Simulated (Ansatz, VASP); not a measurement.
MgCdSe2: VASP beside Ansatz

```
Mg Cd Se
1.0
     1.98977    1.14880    6.49203
    -1.98977    1.14880    6.49203
     0.00000   -2.29759    6.49203
Mg Cd Se
1 1 2
Cartesian
  0.0000 0.0000 9.7380
  0.0000 0.0000 0.0000
  0.0000 0.0000 4.8027
  0.0000 0.0000 14.6734
```

Alike in both runs: functional PBE; k mesh 6 × 6 × 6; occupations gaussian, width 0.1 eV; no spin polarisation.

Ansatz relaxed the structure, and its values are those at the end. VASP's run is a single point on that final structure, the one shown.

|  | VASP | Ansatz |
| --- | --- | --- |
| version | VASP 6.6.1 | Ansatz 0.2.0 |
| potentials or method | VASP PAW PBE potentials, release 64 (Mg, Cd, Se), cutoff 520 eV | scalar-relativistic, plane waves, PAW |
| valence electrons in the cell | 26 | 62 |

|  | VASP | Ansatz | Ansatz less VASP |
| --- | --- | --- | --- |
| gap on the k mesh at the Fermi level (eV) | 0.58 | 0.59 | +0.019 |
| least direct gap on the mesh (eV) | 0.78 | 0.80 | +0.015 |
| pressure (GPa) | 0.3 | 0.2 | -0.12 |
| rms of the force components (eV/Å) | 0.024 | 0.008 | -0.0158 |

VASP's potentials hold 26 valence electrons a cell and Ansatz's 62, so a difference there can come from the potentials and not from the codes.
